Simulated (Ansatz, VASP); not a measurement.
TiC: VASP beside Ansatz

The input POSCAR:

```
TiC
1.0
    0.0000000000      2.1657188437      2.1657188437
    2.1657188437      0.0000000000      2.1657188437
    2.1657188437      2.1657188437      0.0000000000
Ti C
1 1
Direct
    0.0000000000      0.0000000000      0.0000000000
    0.5000000000      0.5000000000      0.5000000000
```

INCAR.step1

```
SYSTEM = TiC
ALGO = Normal
EDIFF = 1E-5
ENCUT = 1430
GGA = PE
GGA_COMPAT = .FALSE.
ISMEAR = -1
LASPH = .TRUE.
LCHARG = .FALSE.
LREAL = .FALSE.
LWAVE = .TRUE.
NBANDS = 15
NELM = 120
PREC = Accurate
SIGMA = 0.05
```

Contents of INCAR.step2:

```
SYSTEM = TiC
ALGO = Normal
EDIFF = 1E-6
ENCUT = 1430
GGA_COMPAT = .FALSE.
ISIF = 2
ISMEAR = -1
ISTART = 1
LASPH = .TRUE.
LCHARG = .TRUE.
LELF = .TRUE.
LMIXTAU = .TRUE.
LREAL = .FALSE.
LVHAR = .TRUE.
LWAVE = .FALSE.
METAGGA = R2SCAN
NBANDS = 15
NELM = 120
PREC = Accurate
SIGMA = 0.05
```

The input KPOINTS:

```
k-points
0
G
  11 11 11
  0 0 0
```

input.yaml

```yaml
crystal:
  lattice:
    - [0.0, 2.1657188437, 2.1657188437]
    - [2.1657188437, 0.0, 2.1657188437]
    - [2.1657188437, 2.1657188437, 0.0]
  atoms:
    - { symbol: Ti, position: [0.0, 0.0, 0.0] }
    - { symbol: C, position: [0.5, 0.5, 0.5] }
hamiltonian:
  xc: r2scan
  pseudopotentials: { kind: paw }
kpoints:
  mp_grid: { grid: [11, 11, 11] }
scf:
  occupations: { method: fermi_dirac, width: 0.05 }
output:
  forces: true
  stress: true
  eigenvalues: true
```

Alike in both runs: task single point; functional r2SCAN; k mesh 11 × 11 × 11; occupations fermi-dirac, width 0.05 eV; no spin polarisation.

|  | VASP | Ansatz |
| --- | --- | --- |
| version | VASP 6.6.1 | Ansatz 0.2.0 |
| potentials or method | VASP PAW PBE potentials, release 64 (Ti_sv, C_h) | Ansatz PAW |
| plane-wave cutoff (eV) | 1430 | 500 |
| valence electrons in the cell | 16 | 16 |

```tsv
	VASP	Ansatz	Ansatz less VASP
gap on the k mesh at the Fermi level (eV)	none	none	-
pressure (GPa)	0.2	-0.7	-0.89
```

VASP's potentials were made for PBE, not for r2SCAN. A gap of «none» marks a metal or a gap that the smearing closes.
